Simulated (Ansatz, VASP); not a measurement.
# AlAsPd3: VASP beside Ansatz

```
Al As Pd
1.0
     4.62807    0.00000    0.00000
     0.00000    4.62807    0.00000
     0.00000    0.00000    4.63468
Al As Pd
1 1 3
Direct
  0.50000 0.50000 0.00000
  0.50000 0.50000 0.50000
  0.00000 0.00000 0.00000
  0.50000 0.00000 0.50000
  0.00000 0.50000 0.50000
```

Alike in both runs: functional PBE; k mesh 8 × 8 × 8; occupations gaussian, width 0.1 eV; no spin polarisation.

Ansatz relaxed the structure, and its values are those at the end. VASP's run is a single point on that final structure, the one shown.

|  | VASP | Ansatz |
| --- | --- | --- |
| version | VASP 6.6.1 | Ansatz 0.2.0 |
| potentials or method | VASP PAW PBE potentials, release 64 (Al, As, Pd), cutoff 520 eV | scalar-relativistic, plane waves, PAW |
| valence electrons in the cell | 38 | 72 |

Ansatz gave:

| Item | Value |
| --- | --- |
| gap on the k mesh at the Fermi level (eV) | none |
| pressure (GPa) | 0.0 |

Problem. What did VASP give for the same quantities?

Solution. gap on the k mesh at the Fermi level (eV): none; pressure (GPa): 0.2.

A gap of «none» marks a metal or a gap that the smearing closes. The functional is the same, so the differences come from potentials, cutoffs and numerics. VASP's potentials hold 38 valence electrons a cell and Ansatz's 72, so a difference there can come from the potentials and not from the codes.
